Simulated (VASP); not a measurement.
Write the native input for VASP 6.6.1 that does the following.

| Item | Value |
| --- | --- |
| Task | single point |
| Functional | PBE |
| Dispersion | D3(BJ) |
| Potentials or basis | VASP PAW PBE potentials, release 64 (Sn_d, O) |
| Cutoff | 520 eV |
| k mesh | 7 × 7 × 1 |
| Occupations | gaussian, width 0.05 eV |
| Spin | no spin polarisation |
| Dipole correction | yes |
| Further INCAR settings | ALGO = Normal; EDIFF = 1e-06; NBANDS = 50; NELMDL = -8 |

The structure of SnO lies in POSCAR:

```
SnO
1.0
    3.8201708766      0.0000000000      0.0000000000
    0.0000000000      3.8201708766      0.0000000000
    0.0000000000      0.0000000000     22.2260720666
Sn O
4 4
Direct
    0.5000000000      0.0000000000      0.2024649244
    0.0000000000      0.5000000000      0.3087831270
    0.0000000000      0.8750000000      0.4977503897
    0.5000000000      0.3750000000      0.6040685923
    0.0000000000      0.0000000000      0.2556240257
    0.5000000000      0.5000000000      0.2556240257
    0.5000000000      0.8750000000      0.5509094910
    0.0000000000      0.3750000000      0.5509094910
```

This cell differs from its parent crystal: layers slid over each other.

The input as run:

INCAR

```
PREC     = Accurate       # precision mode
ENCUT    = 520            # plane-wave cutoff, eV
EDIFF    = 1E-6           # SCF threshold, eV
ISMEAR   = 0              # smearing method
SIGMA    = 0.05           # smearing width, eV
LREAL    = F              # projectors in reciprocal space
LASPH    = T              # aspherical terms in the spheres
NELM     = 120            # most SCF steps
ALGO     = Normal         # electronic algorithm
ISIF     = 2              # what is computed and relaxed
LWAVE    = F              # write WAVECAR
LCHARG   = F              # write CHGCAR
LDIPOL   = T            
IDIPOL   = 3            
DIPOL    = 0.5 0.5 0.403
GGA      = PE             # functional
IVDW     = 12             # dispersion correction
NBANDS   = 50             # bands
GGA_COMPAT= F            
NELMDL   = -8
```

KPOINTS

```
regular mesh
0
Gamma
  7 7 1
```

Potentials or basis: VASP PAW PBE potentials, release 64 (Sn_d, O).

Command:

```sh
$ cat potpaw_PBE.64/Sn_d/POTCAR potpaw_PBE.64/O/POTCAR > POTCAR
$ mpirun -np 1 vasp_std > vasp.out
```

Results of the run:

- Largest force: 0.125 eV/Å
- Band gap on the k mesh: 2.47 eV (least direct gap 2.57 eV)
- Dispersion energy per atom: -0.155 eV

Caveat: the cell differs from its parent crystal (layers slid over each other); spin-orbit coupling is left out, which moves the levels of the heavy elements.

Wall time 13 min on 1 thread of Oxide Virtual Turin-like Processor (shared host), peak memory 0.42 GiB.
